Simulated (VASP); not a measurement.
# ZnAg (Cmmm) in VASP: further runs

Runs on ZnAg. Level: LDA. Tasks: single point.

Everything below comes from runs of VASP 6.6.1. Logs are shortened: lines on timing, memory, paths and dates and some standing lists are left out, and cuts for length are marked.

## 1. The cell of the first run

The structure is orthorhombic, space group Cmmm (No. 65). Conventional cell: a = 3.102 Å, b = 4.599 Å, c = 4.429 Å, α = 90.00°, β = 90.00°, γ = 90.00°. Within 3.6 Å of Zn (site symmetry mmm) lie 8 Ag at 2.70 to 3.19 Å and 6 Zn at 2.77 to 3.10 Å. Ag (site symmetry mmm) has 8 Zn at 2.70 to 3.19 Å and 6 Ag at 2.77 to 3.10 Å within 3.6 Å.

## 2. Single point, LDA

File INCAR:

```
PREC     = Accurate       # precision mode
ENCUT    = 520            # plane-wave cutoff, eV
EDIFF    = 1E-6           # SCF threshold, eV
ISMEAR   = -1             # smearing method
SIGMA    = 0.15           # smearing width, eV
LREAL    = False          # projectors in reciprocal space
LASPH    = True           # aspherical terms in the spheres
NELM     = 100            # most SCF steps
ALGO     = Normal         # electronic algorithm
ISIF     = 2              # what is computed and relaxed
LWAVE    = False          # write WAVECAR
LCHARG   = False          # write CHGCAR
NBANDS   = 18             # bands
```

File KPOINTS:

```
Automatic mesh
0
Gamma
  12 12 7
```

File POSCAR:

```
ZnAg
1.0
    1.5508322200     -2.2996816600      0.0000000000
    1.5508322200      2.2996816600      0.0000000000
    0.0000000000      0.0000000000      4.4291616400
Zn Ag
1 1
Direct
    0.5000000000      0.5000000000      0.5000000000
    0.0000000000      0.0000000000      0.0000000000
```

Potentials or basis: VASP PAW LDA potentials, release 64 (Zn, Ag).

The run is started by

```
$ cat potpaw_LDA.64/Zn/POTCAR potpaw_LDA.64/Ag/POTCAR > POTCAR
$ mpirun -np 1 vasp_std > vasp.out
```

OUTCAR:

```text
PREC = Accurate
   ENCUT = 520
   EDIFF = 1E-6
   ISMEAR = -1
   LREAL = False
   LASPH = True
   NELM = 100
   ISIF = 2

 ion  position               nearest neighbor table
   1  0.500  0.500  0.500-   2 2.70   2 2.70   2 2.70   2 2.70   2 3.19   2 3.19   2 3.19   2 3.19

   2  0.000  0.000  0.000-   1 2.70   1 2.70   1 2.70   1 2.70   1 3.19   1 3.19   1 3.19   1 3.19

  LATTYP: Found a base centered orthorhombic cell.
 ALAT       =     3.1016644400
 B/A-ratio  =     1.4828694106
 C/A-ratio  =     1.4279951058

  Lattice vectors:

 A1 = (   1.5508322200,  -2.2996816600,   0.0000000000)
 A2 = (   1.5508322200,   2.2996816600,   0.0000000000)
 A3 = (   0.0000000000,   0.0000000000,   4.4291616400)

Analysis of symmetry for initial positions (statically):
=====================================================================
 Subroutine PRICEL returns:
 Original cell was already a primitive cell.

 Routine SETGRP: Setting up the symmetry group for a
 base centered orthorhombic supercell.

 Subroutine GETGRP returns: Found  8 space group operations
 (whereof  8 operations were pure point group operations)
 out of a pool of  8 trial point group operations.

The static configuration has the point symmetry D_2h.

Analysis of symmetry for dynamics (positions and initial velocities):
=====================================================================
 Subroutine PRICEL returns:
 Original cell was already a primitive cell.

 Routine SETGRP: Setting up the symmetry group for a
 base centered orthorhombic supercell.

 Subroutine GETGRP returns: Found  8 space group operations
 (whereof  8 operations were pure point group operations)
 out of a pool of  8 trial point group operations.

The dynamic configuration has the point symmetry D_2h.

 Subroutine INISYM returns: Found  8 space group operations
 (whereof  8 operations are pure point group operations),
 and found     1 'primitive' translations

----------------------------------------------------------------------------------------

                                     Primitive cell

  volume of cell :      31.5925

  direct lattice vectors                    reciprocal lattice vectors
     1.550832220 -2.299681660  0.000000000     0.322407539 -0.217421397  0.000000000
     1.550832220  2.299681660  0.000000000     0.322407539  0.217421397  0.000000000
[... 80 lines left out ...]
   LNONCOLLINEAR =      F non collinear calculations
   LSORBIT =      F    spin-orbit coupling
   LASPH  =      T    aspherical Exc in radial PAW
   ENCUT  =  520.0 eV  38.22 Ry    6.18 a.u.   5.16  5.16  8.24*2*pi/ulx,y,z
   NELM   =    100;   NELMIN=  2; NELMDL= -5     # of ELM steps
   EDIFF  = 0.1E-05   stopping-criterion for ELM
   LREAL  =      F    real-space projection
   EDIFFG = 0.1E-04   stopping-criterion for IOM
   NSW    =      0    number of steps for IOM
   IBRION =     -1    ionic relax: 0-MD 1-quasi-New 2-CG
   NFREE  =      0    steps in history (QN), initial steepest desc. (CG)
   ISIF   =      2    stress and relaxation
   ISYM   =      2    0-nonsym 1-usesym 2-fastsym
   POTIM  = 0.5000    time-step for ionic-motion
   TEBEG  =    0.0;   TEEND  =   0.0 temperature during run
   PSTRESS=    0.0 pullay stress
   NELECT =      23.0000    total number of electrons
   NUPDOWN=      -1.0000    fix difference up-down
   EMIN   =  10.00;   EMAX   =-10.00  energy-range for DOS
   EFERMI =   0.00;   METHOD = LEGACY
   ISMEAR =    -1;   SIGMA  =   0.15  broadening in eV -4-tet -1-fermi 0-gaus
   EFERMI_NEDOS =   21; number of points for ismear=-14 and -15
   IALGO  =     38    algorithm
   IMIX   =      4    mixing-type and parameters
     AMIX     =   0.40;   BMIX     =  1.00
     AMIX_MAG =   1.60;   BMIX_MAG =  1.00
  volume/ion in A,a.u.               =      15.80       106.60
  Fermi-wavevector in a.u.,A,eV,Ry     =   1.472729  2.783054 29.510082  2.168930
  Thomas-Fermi vector in A             =   2.587708
   LORBIT       =      0    0 simple, 1 ext, 2 COOP (PROOUT), +10 PAW based schemes
   GGA     = CA    functional components
   LHFCALC =     F    Hartree Fock is set to
   AEXX    =    0.0000 exact exchange contribution
   IVDW    =     0    specifies the selected vdW correction
   LEPSILON=     F    determine dielectric tensor
   LRPA    =     F    only Hartree local field effects (RPA)
 non-spin polarized calculation
  energy-cutoff  :      520.00
  volume of cell :       31.59
 maximum number of plane-waves:       868
 NGX is ok and might be reduce to    24
   NGX = 11   NGY = 11   NGZ = 17

 number of electron      22.9999993 magnetization

 Free energy of the ion-electron system (eV)
  ---------------------------------------------------
  ext. energy  EPLUGINS =         0.00000000
  ---------------------------------------------------
  free energy    TOTEN  =        -5.67446514 eV

  energy without entropy =       -5.63441426  energy(sigma->0) =       -5.65443970

 E-fermi :   6.0046     XC(G=0): -12.3825

 val. band max:        5.9963796670   @ k =   0.4167   0.2500   0.4286
 cond. band min:       6.0592113164   @ k =   0.1667   0.0000   0.0000
 fundamental gap:      0.0628316494
 Fermi energy:         6.0045629899

 k-point     1 :       0.0000    0.0000    0.0000
  band No.  band energies     occupation
      1      -3.4263      2.00000
      2      -1.9472      2.00000
      3      -1.7022      2.00000
      4      -1.3796      2.00000
      5      -1.3332      2.00000
      6      -1.1031      2.00000
[... 481 lines left out ...]
      5      -1.4033      2.00000
      6       0.0139      2.00000
[... 10 lines left out ...]
     17      17.2088      0.00000
     18      22.0370      0.00000

 [... further k-points ...]

------------------------ aborting loop because EDIFF is reached ----------------------------------------

  FORCE on cell =-STRESS in cart. coord.  units (eV):
  Direction    XX          YY          ZZ          XY          YZ          ZX
  --------------------------------------------------------------------------------------
  -------------------------------------------------------------------------------------
  Total       -1.2221659     -1.1816358     -1.4121211     -0.0000000      0.0000000      0.0000000
  in kB      -61.9807311    -59.9252918    -71.6140886     -0.0000000      0.0000000      0.0000000
  external PRESSURE =     -64.5067038 kB  Pullay stress =       0.0000000 kB

 VOLUME and BASIS-vectors are now :
 -----------------------------------------------------------------------------
  energy-cutoff  :      520.00
  volume of cell :       31.59
      direct lattice vectors                 reciprocal lattice vectors
     1.550832220 -2.299681660  0.000000000     0.322407539 -0.217421397  0.000000000
     1.550832220  2.299681660  0.000000000     0.322407539  0.217421397  0.000000000
     0.000000000  0.000000000  4.429161640     0.000000000  0.000000000  0.225776362

 POSITION                                       TOTAL-FORCE (eV/Angst)
 -----------------------------------------------------------------------------------
      1.55083      0.00000      2.21458         0.000000      0.000000      0.000000
      0.00000      0.00000      0.00000        -0.000000     -0.000000      0.000000
 -----------------------------------------------------------------------------------
    total drift:                                0.000000      0.000000     -0.000000

  FREE ENERGIE OF THE ION-ELECTRON SYSTEM (eV)
  ---------------------------------------------------
  free  energy   TOTEN  =        -5.6744651375 eV

  energy  without entropy=       -5.6344142642  energy(sigma->0) =       -5.65443970
```

OSZICAR:

```text
N       E                     dE             d eps       ncg     rms          rms(c)
DAV:   1     0.127894004537E+03    0.12789E+03   -0.11516E+04  6360   0.165E+03
DAV:   2    -0.130492101644E+01   -0.12920E+03   -0.12321E+03  6220   0.309E+02
DAV:   3    -0.612891164010E+01   -0.48240E+01   -0.47930E+01  6908   0.679E+01
DAV:   4    -0.616692119667E+01   -0.38010E-01   -0.37998E-01  6894   0.532E+00
DAV:   5    -0.616731366220E+01   -0.39247E-03   -0.39246E-03  6754   0.563E-01    0.663E+00
DAV:   6    -0.571214917839E+01    0.45516E+00   -0.16795E+00  6624   0.167E+01    0.443E+00
DAV:   7    -0.568549136390E+01    0.26658E-01   -0.35420E-02  7682   0.287E+00    0.239E+00
DAV:   8    -0.567471071325E+01    0.10781E-01   -0.11692E-02  6514   0.101E+00    0.181E-01
DAV:   9    -0.567451433532E+01    0.19638E-03   -0.50517E-04  7208   0.340E-01    0.537E-02
DAV:  10    -0.567446448723E+01    0.49848E-04   -0.17761E-04  7162   0.141E-01    0.126E-02
DAV:  11    -0.567446529883E+01   -0.81160E-06   -0.12834E-05  6580   0.418E-02    0.449E-03
DAV:  12    -0.567446513754E+01    0.16129E-06   -0.94179E-07  3640   0.115E-02
   1 F= -.56744651E+01 E0= -.56544397E+01  d E =-.400509E-01
```

stdout:

```text
POSCAR found type information on POSCAR ZnAg
 POSCAR found :  2 types and       2 ions
 scaLAPACK will be used
 LDA part: xc-table for (Slater(with rela. corr.)+CA(PZ))
 , standard interpolation
 POSCAR, INCAR and KPOINTS ok, starting setup
 FFT: planning ... GRIDC
 FFT: planning ... GRID_SOFT
 FFT: planning ... GRID
 WAVECAR not read
 entering main loop
```

Run time: 86 s. Hardware: 1 thread of Intel Xeon 8259CL, shared host; peak memory 0.22 GiB.

Results:

```yaml
Free_energy: -5.6745 eV
Pressure: -6.5 GPa
Band_gap_on_the_k_mesh: zero (an odd number of electrons rules out a gap without spin polarisation)
```

Levels at points of the mesh, in eV from the Fermi level:
```tsv
k point	band 10	band 11	band 12	band 13	band 14	band 15
(0.00, 0.00, 0.00)	-4.06	-3.94	-1.42	1.99	12.39	13.03
(0.50, 0.00, 0.00)	-3.58	-2.90	-0.71	5.34	6.24	7.01
(0.50, 0.50, 0.00)	-3.07	-1.93	1.01	4.89	5.57	5.79
```

Caveat: the cell stands under tension.

## 3. Single point, LDA

File INCAR:

```
SYSTEM = ZnAg
ALGO     = Normal         ! electronic algorithm
EDIFF    = 1E-7           ! SCF threshold, eV
ENCUT    = 520            ! plane-wave cutoff, eV
GGA      = CA             ! functional
ISIF     = 2              ! what is computed and relaxed
ISMEAR   = -1             ! smearing method
LASPH    = .TRUE.         ! aspherical terms in the spheres
LCHARG   = .FALSE.        ! write CHGCAR
LREAL    = .FALSE.        ! projectors in reciprocal space
LWAVE    = .FALSE.        ! write WAVECAR
NBANDS   = 18             ! bands
NELM     = 100            ! most SCF steps
PREC     = Accurate       ! precision mode
SIGMA    = 0.15           ! smearing width, eV
```

File KPOINTS:

```
k-points
0
G
  12 12 7
  0 0 0
```

POSCAR is that of step 2.

Potentials or basis: VASP PAW LDA potentials, release 64 (Zn, Ag).

The run is started by

```
$ cat potpaw_LDA.64/Zn/POTCAR potpaw_LDA.64/Ag/POTCAR > POTCAR
$ mpirun -np 1 vasp_std > vasp.out
```

OUTCAR:

```text
SYSTEM = ZnAg
   EDIFF = 1E-7
   ENCUT = 520
   GGA = CA
   ISIF = 2
   ISMEAR = -1
   LASPH = .TRUE.
   LREAL = .FALSE.
   NELM = 100
   PREC = Accurate

 ion  position               nearest neighbor table
   1  0.500  0.500  0.500-   2 2.70   2 2.70   2 2.70   2 2.70   2 3.19   2 3.19   2 3.19   2 3.19

   2  0.000  0.000  0.000-   1 2.70   1 2.70   1 2.70   1 2.70   1 3.19   1 3.19   1 3.19   1 3.19

  LATTYP: Found a base centered orthorhombic cell.
 ALAT       =     3.1016644400
 B/A-ratio  =     1.4828694106
[... 696 lines left out ...]

  FORCE on cell =-STRESS in cart. coord.  units (eV):
  Direction    XX          YY          ZZ          XY          YZ          ZX
  --------------------------------------------------------------------------------------
  -------------------------------------------------------------------------------------
  Total       -1.2215392     -1.1809319     -1.4113931     -0.0000000      0.0000000      0.0000000
  in kB      -61.9489465    -59.8895941    -71.5771677     -0.0000000      0.0000000      0.0000000
  external PRESSURE =     -64.4719028 kB  Pullay stress =       0.0000000 kB

 VOLUME and BASIS-vectors are now :
 -----------------------------------------------------------------------------
  energy-cutoff  :      520.00
  volume of cell :       31.59
      direct lattice vectors                 reciprocal lattice vectors
     1.550832220 -2.299681660  0.000000000     0.322407539 -0.217421397  0.000000000
     1.550832220  2.299681660  0.000000000     0.322407539  0.217421397  0.000000000
     0.000000000  0.000000000  4.429161640     0.000000000  0.000000000  0.225776362

 POSITION                                       TOTAL-FORCE (eV/Angst)
 -----------------------------------------------------------------------------------
      1.55083      0.00000      2.21458        -0.000000     -0.000000      0.000000
      0.00000      0.00000      0.00000         0.000000      0.000000      0.000000
 -----------------------------------------------------------------------------------
    total drift:                                0.000000      0.000000     -0.000000

  FREE ENERGIE OF THE ION-ELECTRON SYSTEM (eV)
  ---------------------------------------------------
  free  energy   TOTEN  =        -5.6744651457 eV

  energy  without entropy=       -5.6344143290  energy(sigma->0) =       -5.65443974
```

Wall time 94 s (1 thread of Intel Xeon 8259CL, shared host); peak memory 0.22 GiB.

Results:

```
Free energy            : -5.6745 eV
Pressure               : -6.4 GPa
Band gap on the k mesh : zero (an odd number of electrons rules out a gap without spin polarisation)
```

Caveat: the cell stands under tension.
